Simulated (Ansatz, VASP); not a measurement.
## Re in VASP and in Ansatz

Contents of INCAR:

```
PREC = Accurate ; ENCUT = 520
EDIFF = 1E-6 ; ISMEAR = 0
SIGMA = 0.15 ; LREAL = F
LASPH = T ; NELM = 100
ALGO = Normal ; ISIF = 2
LWAVE = F ; LCHARG = F
GGA = PE ; NBANDS = 10
```

File KPOINTS:

```
Automatic mesh
0
Gamma
  10 10 10
```

Contents of POSCAR:

```
Re
1.0
    0.0000000000      2.2474876402      1.4141192232
    2.2474876402      0.0000000000      1.4141192232
    2.2474876402      2.2474876402      0.0000000000
Re
1
Direct
    0.0000000000      0.0000000000      0.0000000000
```

Input for Ansatz:

```yaml
crystal:
  lattice:
    - [0.0, 2.2474876402, 1.4141192232]
    - [2.2474876402, 0.0, 1.4141192232]
    - [2.2474876402, 2.2474876402, 0.0]
  atoms:
    - { symbol: Re, position: [0.0, 0.0, 0.0] }
basis:
  ecutwfc: 420
kpoints:
  mp_grid: { grid: [10, 10, 10] }
hamiltonian:
  xc: pbe
scf:
  occupations: { method: gaussian, width: 0.15 }
output:
  forces: true
  stress: true
  eigenvalues: true
```

Alike in both runs: task single point; functional PBE; k mesh 10 × 10 × 10; occupations gaussian, width 0.15 eV; no spin polarisation.

|  | VASP | Ansatz |
| --- | --- | --- |
| version | VASP 6.6.1 | Ansatz 0.2.0 |
| potentials or method | VASP PAW PBE potentials, release 64 (Re), cutoff 520 eV | scalar-relativistic, plane waves, PAW |
| valence electrons in the cell | 7 | 15 |

VASP gave:

| Property | Result |
| --- | --- |
| gap on the k mesh at the Fermi level (eV) | none |
| pressure (GPa) | 23.1 |
| traceless stress, the component that is largest in VASP (GPa) | 5.19 |

**Question.** Which values does Ansatz return?

**Answer.** gap on the k mesh at the Fermi level (eV): none; pressure (GPa): 23.3; traceless stress, the component that is largest in VASP (GPa): 5.35.

A gap of «none» marks a metal or a gap that the smearing closes. VASP's potentials hold 7 valence electrons a cell and Ansatz's 15, so a difference there can come from the potentials and not from the codes.

Spin-orbit coupling is off throughout.
